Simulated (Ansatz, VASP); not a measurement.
## Two plane-wave programs on AsSe4

File INCAR:

```
ALGO = Normal
EDIFF = 1E-6
EDIFFG = -0.01
ENCUT = 600
GGA = PE
IBRION = 2
ISIF = 3
ISMEAR = 0
LASPH = T
LCHARG = F
LREAL = F
LWAVE = F
NELM = 100
NSW = 100
PREC = Accurate
SIGMA = 0.1
```

File KPOINTS:

```
k-points
0
Gamma
  8 8 8
```

The input POSCAR:

```
AsSe4
1.0
   -3.2018708700      3.2018708700      3.2018708700
    3.2018708700     -3.2018708700      3.2018708700
    3.2018708700      3.2018708700     -3.2018708700
As Se
1 4
Direct
    0.0000000000      0.0000000000      0.0000000000
    0.5000000000      0.5000000000      0.5000000000
    0.5000000000      0.0000000000      0.0000000000
    0.0000000000      0.0000000000      0.5000000000
    0.0000000000      0.5000000000      0.0000000000
```

Input for Ansatz:

```yaml
crystal:
  lattice:
    - [-3.20187087, 3.20187087, 3.20187087]
    - [3.20187087, -3.20187087, 3.20187087]
    - [3.20187087, 3.20187087, -3.20187087]
  atoms:
    - { symbol: As, position: [0.0, 0.0, 0.0] }
    - { symbol: Se, position: [0.5, 0.5, 0.5] }
    - { symbol: Se, position: [0.5, 0.0, 0.0] }
    - { symbol: Se, position: [0.0, 0.0, 0.5] }
    - { symbol: Se, position: [0.0, 0.5, 0.0] }
basis:
  ecutwfc: 420
kpoints:
  mp_grid: { grid: [8, 8, 8] }
hamiltonian:
  xc: pbe
scf:
  occupations: { method: gaussian, width: 0.1 }
output:
  forces: true
  stress: true
  eigenvalues: true
  write_density: true
  write_potential: true
  elf: true
  volumetric_format: npy
relax:
  adjacent_minimum: "off"
  f_tol: 0.01
  max_steps: 80
  cell: { stress_tol: 0.05 }
```

Change from the starting cell: species swapped into the Hg4Pt type (Im-3m, No. 229).

Alike in both runs: task relaxation of cell and atoms; functional PBE; k mesh 8 × 8 × 8; occupations gaussian, width 0.1 eV; no spin polarisation.

```csv
,VASP,Ansatz
version,VASP 6.6.1,Ansatz 0.2.0
potentials or method,"VASP PAW PBE potentials, release 64 (As, Se), cutoff 600 eV","scalar-relativistic, plane waves, PAW"
valence electrons in the cell,29,79
```

Ansatz gave:

| Item | Value |
| --- | --- |
| gap on the k mesh at the Fermi level, each at its own relaxed structure (eV) | none |
| relaxed volume (Å³/atom) | 24.62 |
| relaxed cell length with the largest relative difference (Å) | 5.428 |

Question: Estimate VASP's values.

Answer: gap on the k mesh at the Fermi level, each at its own relaxed structure (eV): none; relaxed volume (Å³/atom): 24.63; relaxed cell length with the largest relative difference (Å): 5.429.

A gap of «none» marks a metal or a gap that the smearing closes. VASP's potentials hold 29 valence electrons a cell and Ansatz's 79, so a difference there can come from the potentials and not from the codes.
